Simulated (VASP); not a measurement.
Here is a VASP 6.6.1 calculation.

The input INCAR:

```
SYSTEM = Pt
PREC = Accurate ; ENCUT = 520
EDIFF = 1E-6 ; ISMEAR = 0
SIGMA = 0.15 ; LREAL = .FALSE.
LASPH = .TRUE. ; NELM = 150
ALGO = Normal ; ISIF = 2
LWAVE = .FALSE. ; LCHARG = .FALSE.
ISPIN = 2 ; MAGMOM = 0.15 0.15
LORBIT = 11 ; NUPDOWN = 0.3
LMAXMIX = 4 ; NBANDS = 21
```

Contents of KPOINTS:

```
regular mesh
0
G
  21 21 10
  0 0 0
```

Contents of POSCAR:

```
Pt
1.0
    2.7483013709      0.0000000000      0.0000000000
   -1.3741506854      2.3800988044      0.0000000000
    0.0000000000      0.0000000000      4.7455915265
Pt
2
Direct
    0.6666666667      0.3333333333      0.7500000000
    0.3333333333      0.6666666667      0.2500000000
```

Potentials or basis: VASP PAW LDA potentials, release 64 (Pt).

Run with:

```sh
$ cat potpaw_LDA.64/Pt/POTCAR > POTCAR
$ mpirun -np 1 vasp_std > vasp.out
```

Problem. Estimate the pressure.

Solution. -10.9 GPa.

Caveat: the total moment is fixed, so each spin has its own Fermi level.
